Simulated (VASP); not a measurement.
# AlCo (P4/mmm) in VASP: notebook

The runs below take AlCo through single point, with PBEsol.

Program: VASP 6.6.1. These are calculated values, not measurements. Logs are shortened: lines on timing, memory, paths and dates and some standing lists are left out, and cuts for length are marked.

## 1. The cell of the first run

It takes space group P4/mmm (No. 123, tetragonal). The conventional cell has a = 2.594 Å, b = 2.594 Å, c = 2.707 Å, α = 90.00°, β = 90.00°, γ = 90.00°. Al (site symmetry 4/mmm) has 8 Co at 2.28 Å and 6 Al at 2.59 to 2.71 Å within 3.0 Å. Co (site symmetry 4/mmm) has 8 Al at 2.28 Å and 6 Co at 2.59 to 2.71 Å within 3.0 Å.

## 2. Single point, PBEsol (strain -0.080 along x and y, -0.040 along z)

INCAR

```
SYSTEM = AlCo
PREC = Accurate ; ENCUT = 520
EDIFF = 1E-6 ; ISMEAR = 0
SIGMA = 0.15 ; LREAL = .False.
LASPH = .True. ; NELM = 100
ALGO = Fast ; ISIF = 2
LWAVE = .False. ; LCHARG = .True.
GGA = PS ; LELF = .True.
LVHAR = .True. ; NBANDS = 13
```

KPOINTS

```
Automatic mesh
0
Gamma
  16 16 16
  0 0 0
```

POSCAR

```
AlCo
1.0
    2.5938509532      0.0000000000      0.0000000000
    0.0000000000      2.5938509532      0.0000000000
    0.0000000000      0.0000000000      2.7066270816
Al Co
1 1
Direct
    0.0000000000      0.0000000000      0.0000000000
    0.5000000000      0.5000000000      0.5000000000
```

Potentials or basis: VASP PAW PBE potentials, release 64 (Al, Co).

Launch:

```sh
> cat potpaw_PBE.64/Al/POTCAR potpaw_PBE.64/Co/POTCAR > POTCAR
> mpirun -np 1 vasp_std > vasp.out
```

OUTCAR:

```text
SYSTEM = AlCo
   PREC = Accurate
   ENCUT = 520
   EDIFF = 1E-6
   ISMEAR = 0
   LREAL = .False.
   LASPH = .True.
   NELM = 100
   ISIF = 2
   GGA = PS

 ion  position               nearest neighbor table
   1  0.000  0.000  0.000-   2 2.28   2 2.28   2 2.28   2 2.28   2 2.28   2 2.28   2 2.28   2 2.28

   2  0.500  0.500  0.500-   1 2.28   1 2.28   1 2.28   1 2.28   1 2.28   1 2.28   1 2.28   1 2.28

  LATTYP: Found a simple tetragonal cell.
 ALAT       =     2.5938509532
 C/A-ratio  =     1.0434782609

  Lattice vectors:

 A1 = (   2.5938509532,   0.0000000000,   0.0000000000)
 A2 = (   0.0000000000,   2.5938509532,   0.0000000000)
 A3 = (   0.0000000000,   0.0000000000,   2.7066270816)

Analysis of symmetry for initial positions (statically):
=====================================================================
 Subroutine PRICEL returns:
 Original cell was already a primitive cell.

 Routine SETGRP: Setting up the symmetry group for a
 simple tetragonal supercell.

 Subroutine GETGRP returns: Found 16 space group operations
 (whereof 16 operations were pure point group operations)
 out of a pool of 16 trial point group operations.

The static configuration has the point symmetry D_4h.

Analysis of symmetry for dynamics (positions and initial velocities):
=====================================================================
 Subroutine PRICEL returns:
 Original cell was already a primitive cell.

 Routine SETGRP: Setting up the symmetry group for a
 simple tetragonal supercell.

 Subroutine GETGRP returns: Found 16 space group operations
 (whereof 16 operations were pure point group operations)
 out of a pool of 16 trial point group operations.

The dynamic configuration has the point symmetry D_4h.

 Subroutine INISYM returns: Found 16 space group operations
 (whereof 16 operations are pure point group operations),
 and found     1 'primitive' translations

----------------------------------------------------------------------------------------

                                     Primitive cell

  volume of cell :      18.2104

  direct lattice vectors                    reciprocal lattice vectors
     2.593850953  0.000000000  0.000000000     0.385527163  0.000000000  0.000000000
     0.000000000  2.593850953  0.000000000     0.000000000  0.385527163  0.000000000
     0.000000000  0.000000000  2.706627082     0.000000000  0.000000000  0.369463531

  length of vectors
     2.593850953  2.593850953  2.706627082     0.385527163  0.385527163  0.369463531

  position of ions in fractional coordinates (direct lattice)
     0.000000000  0.000000000  0.000000000
     0.500000000  0.500000000  0.500000000

  ion indices of the primitive-cell ions
   primitive index   ion index
                 1           1
                 2           2

----------------------------------------------------------------------------------------

 KPOINTS: Automatic mesh

Automatic generation of k-mesh.
 Grid dimensions read from file:
 generate k-points for:   16   16   16

 Generating k-lattice:

  Cartesian coordinates                     Fractional coordinates (reciprocal lattice)
     0.024095448  0.000000000  0.000000000     0.062500000  0.000000000  0.000000000
     0.000000000  0.024095448  0.000000000     0.000000000  0.062500000  0.000000000
     0.000000000  0.000000000  0.023091471     0.000000000  0.000000000  0.062500000

  Length of vectors
     0.024095448  0.024095448  0.023091471

  Shift w.r.t. Gamma in fractional coordinates (k-lattice)
     0.000000000  0.000000000  0.000000000

 Subroutine IBZKPT returns following result:
 ===========================================

 Found    405 irreducible k-points:

 Following reciprocal coordinates:
            Coordinates               Weight
  0.000000  0.000000  0.000000      1.000000
  0.062500  0.000000  0.000000      4.000000
  0.125000  0.000000  0.000000      4.000000
  0.187500  0.000000  0.000000      4.000000
  0.250000  0.000000  0.000000      4.000000
  0.312500  0.000000  0.000000      4.000000
[... 16 lines left out ...]
  0.437500  0.125000  0.000000      8.000000
  0.500000  0.125000  0.000000      4.000000
 [... further k-points ...]
   k-points           NKPTS =    405   k-points in BZ     NKDIM =    405   number of bands    NBANDS=     13
   number of dos      NEDOS =    301   number of ions     NIONS =      2
   total plane-waves  NPLWV =   8000
   dimension x,y,z NGX =    20 NGY =   20 NGZ =   20
   dimension x,y,z NGXF=    40 NGYF=   40 NGZF=   40
   ions per type =               1   1
   NGX,Y,Z   is equivalent  to a cutoff of  12.82, 12.82, 12.28 a.u.
   NGXF,Y,Z  is equivalent  to a cutoff of  25.64, 25.64, 24.57 a.u.
 SYSTEM =  AlCo
   PREC   = accura    normal or accurate (medium, high low for compatibility)
   ISTART =      0    job   : 0-new  1-cont  2-samecut
   ICHARG =      2    charge: 1-file 2-atom 10-const
   ISPIN  =      1    spin polarized calculation?
   LNONCOLLINEAR =      F non collinear calculations
   LSORBIT =      F    spin-orbit coupling
   LASPH  =      T    aspherical Exc in radial PAW
   ENCUT  =  520.0 eV  38.22 Ry    6.18 a.u.   4.82  4.82  5.03*2*pi/ulx,y,z
   NELM   =    100;   NELMIN=  2; NELMDL= -5     # of ELM steps
   EDIFF  = 0.1E-05   stopping-criterion for ELM
   LREAL  =      F    real-space projection
   EDIFFG = 0.1E-04   stopping-criterion for IOM
   NSW    =      0    number of steps for IOM
   IBRION =     -1    ionic relax: 0-MD 1-quasi-New 2-CG
   NFREE  =      0    steps in history (QN), initial steepest desc. (CG)
   ISIF   =      2    stress and relaxation
   ISYM   =      2    0-nonsym 1-usesym 2-fastsym
   POTIM  = 0.5000    time-step for ionic-motion
   TEBEG  =    0.0;   TEEND  =   0.0 temperature during run
   PSTRESS=    0.0 pullay stress
   NELECT =      12.0000    total number of electrons
   NUPDOWN=      -1.0000    fix difference up-down
   EMIN   =  10.00;   EMAX   =-10.00  energy-range for DOS
   EFERMI =   0.00;   METHOD = LEGACY
   ISMEAR =     0;   SIGMA  =   0.15  broadening in eV -4-tet -1-fermi 0-gaus
   EFERMI_NEDOS =   21; number of points for ismear=-14 and -15
   IALGO  =     68    algorithm
   IMIX   =      4    mixing-type and parameters
     AMIX     =   0.40;   BMIX     =  1.00
     AMIX_MAG =   1.60;   BMIX_MAG =  1.00
  volume/ion in A,a.u.               =       9.11        61.44
  Fermi-wavevector in a.u.,A,eV,Ry     =   1.424609  2.692121 27.613181  2.029512
  Thomas-Fermi vector in A             =   2.545082
   LORBIT       =      0    0 simple, 1 ext, 2 COOP (PROOUT), +10 PAW based schemes
   GGA     = PS    functional components
   LHFCALC =     F    Hartree Fock is set to
   AEXX    =    0.0000 exact exchange contribution
   IVDW    =     0    specifies the selected vdW correction
   LEPSILON=     F    determine dielectric tensor
   LRPA    =     F    only Hartree local field effects (RPA)
 non-spin polarized calculation
 RMM-DIIS sequential band-by-band and
 Gauss-broadening in eV      SIGMA  =   0.15
  energy-cutoff  :      520.00
  volume of cell :       18.21
 maximum number of plane-waves:       504
 NGX is ok and might be reduce to    20
   NGX =  9   NGY =  9   NGZ = 11

 number of electron      12.0000007 magnetization

 Free energy of the ion-electron system (eV)
  ---------------------------------------------------
  ext. energy  EPLUGINS =         0.00000000
  ---------------------------------------------------
  free energy    TOTEN  =       -12.34960146 eV

  energy without entropy =      -12.34173788  energy(sigma->0) =      -12.34566967

 E-fermi :  13.9955     XC(G=0): -13.6161

 val. band max:       13.9859308133   @ k =   0.2500   0.0000   0.5000
 cond. band min:      14.0035312702   @ k =   0.5000   0.0000   0.3750
 fundamental gap:      0.0176004570
 Fermi energy:        13.9954777802

 k-point     1 :       0.0000    0.0000    0.0000
  band No.  band energies     occupation
      1       1.2452      2.00000
      2       9.7166      2.00000
      3       9.8310      2.00000
      4      12.8313      2.00000
      5      12.8313      2.00000
      6      13.0463      2.00000
      7      20.1629      0.00000
      8      21.9746      0.00000
      9      21.9746      0.00000
     10      23.6524      0.00000
     11      23.9675      0.00000
     12      34.4299      0.00000
     13      38.4504      0.00000

 k-point     2 :       0.0625    0.0000    0.0000
  band No.  band energies     occupation
      1       1.3359      2.00000
      2       9.7426      2.00000
      3       9.8436      2.00000
      4      12.7637      2.00000
      5      12.8383      2.00000
      6      12.9915      2.00000
      7      20.2968      0.00000
      8      20.9247      0.00000
      9      22.0953      0.00000
     10      23.6758      0.00000
     11      24.9033      0.00000
     12      34.6929      0.00000
     13      37.2211      0.00000

 k-point     3 :       0.1250    0.0000    0.0000
  band No.  band energies     occupation
      1       1.6063      2.00000
      2       9.7919      2.00000
      3       9.8900      2.00000
      4      12.5804      2.00000
      5      12.8406      2.00000
      6      12.8584      2.00000
      7      19.3186      0.00000
      8      20.6797      0.00000
      9      22.4441      0.00000
     10      23.5876      0.00000
     11      26.3312      0.00000
     12      35.4803      0.00000
     13      35.5381      0.00000

 k-point     4 :       0.1875    0.0000    0.0000
  band No.  band energies     occupation
      1       2.0507      2.00000
      2       9.7641      2.00000
      3      10.0089      2.00000
      4      12.3272      2.00000
      5      12.6276      2.00000
      6      12.8885      2.00000
      7      17.7790      0.00000
      8      21.2663      0.00000
      9      22.9876      0.00000
     10      23.4372      0.00000
     11      27.6271      0.00000
     12      33.8675      0.00000
     13      35.2096      0.00000

 k-point     5 :       0.2500    0.0000    0.0000
  band No.  band energies     occupation
      1       2.6596      2.00000
      2       9.5780      2.00000
      3      10.1746      2.00000
      4      12.0546      2.00000
      5      12.3930      2.00000
      6      12.9243      2.00000
      7      16.4681      0.00000
      8      22.0060      0.00000
      9      23.2408      0.00000
     10      23.6850      0.00000
     11      28.7484      0.00000
     12      32.2726      0.00000
     13      33.6578      0.00000
[... 257 lines left out ...]
 k-point    22 :       0.3750    0.1250    0.0000
  band No.  band energies     occupation
      1       4.6208      2.00000
      2       8.5868      2.00000
      3      10.5904      2.00000
      4      11.6429      2.00000
      5      11.8352      2.00000
      6      12.7651      2.00000
      7      14.9877      0.00000
      8      21.8038      0.00000
      9      24.2839      0.00000
     10      24.5438      0.00000
     11      29.1079      0.00000
     12      29.6370      0.00000
     13      32.3392      0.00000

 k-point    23 :       0.4375    0.1250    0.0000
  band No.  band energies     occupation
      1       5.5908      2.00000
      2       7.6662      2.00000
      3      10.7246      2.00000
      4      11.5180      2.00000
      5      11.7487      2.00000
      6      12.7872      2.00000
      7      14.6425      0.00000
      8      22.1745      0.00000
      9      24.4514      0.00000
     10      25.1797      0.00000
     11      28.4815      0.00000
     12      28.5488      0.00000
     13      32.4916      0.00000

 k-point    24 :       0.5000    0.1250    0.0000
  band No.  band energies     occupation
      1       6.4957      2.00000
      2       6.7679      2.00000
      3      10.7767      2.00000
      4      11.4751      2.00000
      5      11.7139      2.00000
      6      12.7950      2.00000
      7      14.5405      0.00000
      8      22.3175      0.00000
      9      24.4126      0.00000
     10      25.6707      0.00000
     11      27.9048      0.00000
     12      28.3514      0.00000
     13      32.4217      0.00000

 [... further k-points ...]
[... 5 lines left out ...]
  --------------------------------------------------------------------------------------
  -------------------------------------------------------------------------------------
  Total        7.7525014      7.7525014      6.3554137      0.0000000     -0.0000000      0.0000000
  in kB      682.0779026    682.0779026    559.1598138      0.0000000     -0.0000000      0.0000000
  external PRESSURE =     641.1052064 kB  Pullay stress =       0.0000000 kB

 VOLUME and BASIS-vectors are now :
 -----------------------------------------------------------------------------
  energy-cutoff  :      520.00
  volume of cell :       18.21
      direct lattice vectors                 reciprocal lattice vectors
     2.593850953  0.000000000  0.000000000     0.385527163  0.000000000  0.000000000
     0.000000000  2.593850953  0.000000000     0.000000000  0.385527163  0.000000000
     0.000000000  0.000000000  2.706627082     0.000000000  0.000000000  0.369463531

 POSITION                                       TOTAL-FORCE (eV/Angst)
 -----------------------------------------------------------------------------------
      0.00000      0.00000      0.00000         0.000000      0.000000      0.000000
      1.29693      1.29693      1.35331         0.000000      0.000000      0.000000
 -----------------------------------------------------------------------------------
    total drift:                               -0.000000      0.000000      0.000000

  FREE ENERGIE OF THE ION-ELECTRON SYSTEM (eV)
  ---------------------------------------------------
  free  energy   TOTEN  =       -12.3496014607 eV

  energy  without entropy=      -12.3417378751  energy(sigma->0) =      -12.34566967
```

It took 2.5 min on 1 thread of AMD EPYC 7R13, shared host; peak memory 0.18 GiB.

What came out:

| Quantity | Value |
| --- | --- |
| Free energy | -12.3496 eV |
| Pressure | 64.1 GPa |
| Band gap on the k mesh | zero (band 6 reaches 16.27 eV, above the bottom of band 7 at 13.64 eV) |

Caveat: the cell differs from its parent crystal (strain -0.080 along x and y, -0.040 along z); the PAW data sets were made with another functional, which shifts forces and pressure a little. Spin polarisation is off, so any magnetic state and its effect on volume and gap are missing.

## 3. Single point, PBEsol (strain -0.080 along x and y, +0.000 along z)

INCAR

```
PREC = Accurate
ENCUT = 520
EDIFF = 1E-6
ISMEAR = 0
SIGMA = 0.15
LREAL = F
LASPH = T
NELM = 60
ALGO = Normal
ISIF = 2
LWAVE = F
LCHARG = F
GGA = PS
NBANDS = 13
```

KPOINTS

```
regular mesh
0
Gamma
  16 16 16
```

Changes to POSCAR since step 2:

```diff
@@ -4,3 +4,3 @@
     0.0000000000      2.5938509532      0.0000000000
-    0.0000000000      0.0000000000      2.7066270816
+    0.0000000000      0.0000000000      2.8194032100
 Al Co
```

Potentials or basis: VASP PAW PBE potentials, release 64 (Al, Co).

Launch:

```sh
> cat potpaw_PBE.64/Al/POTCAR potpaw_PBE.64/Co/POTCAR > POTCAR
> mpirun -np 1 vasp_std > vasp.out
```

Run time: 2.1 min. Hardware: 1 thread of AMD EPYC 7R13, shared host; peak memory 0.19 GiB.

It converged, with:

```
Free energy            : -12.5686 eV
Pressure               : 48.8 GPa
Band gap on the k mesh : zero (band 6 reaches 15.66 eV, above the bottom of band 7 at 12.90 eV)
```

Stress tensor (GPa, compression positive):
```
54.82  0.00  0.00
 0.00 54.82  0.00
 0.00  0.00 36.73
```

Levels at points of the mesh, in eV from the Fermi level:
```
           k point  band 2  band 3  band 4  band 5  band 6  band 7  band 8  band 9  band 10  band 11
(0.00, 0.00, 0.00)   -3.93   -3.72   -0.97   -0.97   -0.60    5.04    8.44    8.44     9.33    10.05
(0.50, 0.00, 0.00)   -6.91   -2.96   -2.50   -1.75   -0.78    0.84    8.65   10.05    12.82    13.06
(0.50, 0.50, 0.00)   -3.66   -2.42   -2.42   -2.17   -2.17    0.14    3.85    5.64    13.88    16.50
(0.00, 0.00, 0.50)   -7.71   -3.12   -1.77   -1.77   -0.50   -0.14    8.86   12.89    12.89    14.47
(0.50, 0.00, 0.50)   -3.81   -3.37   -2.82   -1.63   -1.54   -0.28    3.09    4.65    16.33    18.01
(0.50, 0.50, 0.50)   -4.73   -4.73   -0.25    0.17    2.29    2.76    2.76    6.35     6.39     6.39
```

Caveat: the cell differs from its parent crystal (strain -0.080 along x and y, +0.000 along z); the PAW data sets were made with another functional, which shifts forces and pressure a little.
